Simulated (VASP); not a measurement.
A run of VASP 6.6.1 is set up as follows.

The input INCAR:

```
SYSTEM = In9As10
ALGO = Fast
DIPOL = 0.5 0.5 0.500
EDIFF = 1E-6
ENCUT = 520
GGA = PS
IDIPOL = 3
ISIF = 2
ISMEAR = 0
KPAR = 4
LASPH = .True.
LCHARG = .False.
LDIPOL = .True.
LREAL = Auto
LWAVE = .False.
NBANDS = 98
NELM = 60
PREC = Accurate
SIGMA = 0.1
```

File KPOINTS:

```
k-points
0
Gamma
  6 5 1
  0 0 0
```

POSCAR

```
In9As10
1.0
    6.0874659231      0.0000000000      0.0000000000
   -3.0437329616      6.8059938074      0.0000000000
    0.0000000000      0.0000000000     27.2507888533
As In
10 9
Direct
    0.0443067296      0.8398194584      0.2822706620
    0.8437081853      0.0539989180      0.3182878661
    0.4768407575      0.4962005493      0.3736579442
    0.2087347325      0.8911965795      0.4278571723
    0.9037645670      0.3027047709      0.4727823477
    0.6008657705      0.6973833207      0.5272215212
    0.3181468237      0.1089512526      0.5721949803
   -0.0200830274      0.5036788733      0.6262101492
    0.7902432662      0.9466274007      0.6816377789
    0.2036818475      0.1597710990      0.7178260492
    0.8194695841      0.4672907636      0.3155152194
    0.3887009789      0.8162587464      0.3456074176
    0.0933447218      0.1779381085      0.4001274036
    0.7866920151      0.5995401739      0.4489318492
    0.5151407322      0.0000385043      0.4999778406
    0.1872975602      0.4002268795      0.5510774952
    0.9156193977      0.8222322112      0.5998288606
    0.5724676333      0.1841149894      0.6544508763
    0.3510577244      0.5320274008      0.6845365664
```

Potentials or basis: VASP PAW PBE potentials, release 64 (As, In_d).

Command:

```sh
$ cat potpaw_PBE.64/As/POTCAR potpaw_PBE.64/In_d/POTCAR > POTCAR
$ mpirun -np 4 vasp_std > vasp.out
```

Predict the largest force.

0.025 eV/Å.

What does it give for the band gap on the k mesh?

Zero (an odd number of electrons rules out a gap without spin polarisation).

Forces on the atoms (eV/Å):
```
As   0.015  0.000 -0.019
As  -0.014  0.010  0.000
As   0.007 -0.007 -0.005
As   0.001 -0.003  0.002
As   0.005  0.000 -0.005
As   0.003 -0.004  0.000
As  -0.001  0.001 -0.004
As   0.000  0.008  0.005
As  -0.019 -0.016 -0.006
As   0.015 -0.001  0.020
In   0.002  0.005  0.021
In   0.010  0.012 -0.008
In  -0.009 -0.008 -0.007
In  -0.003 -0.003  0.009
In   0.000  0.010  0.001
In  -0.008  0.004  0.003
In   0.002  0.001 -0.005
In  -0.004 -0.012  0.006
In  -0.004  0.004 -0.009
```

Caveat: the PAW data sets were made with another functional, which shifts forces and pressure a little; spin-orbit coupling is left out, which moves the levels of the heavy elements; an odd number of electrons without spin polarisation forces a metal; a magnetic or distorted state may lie lower.
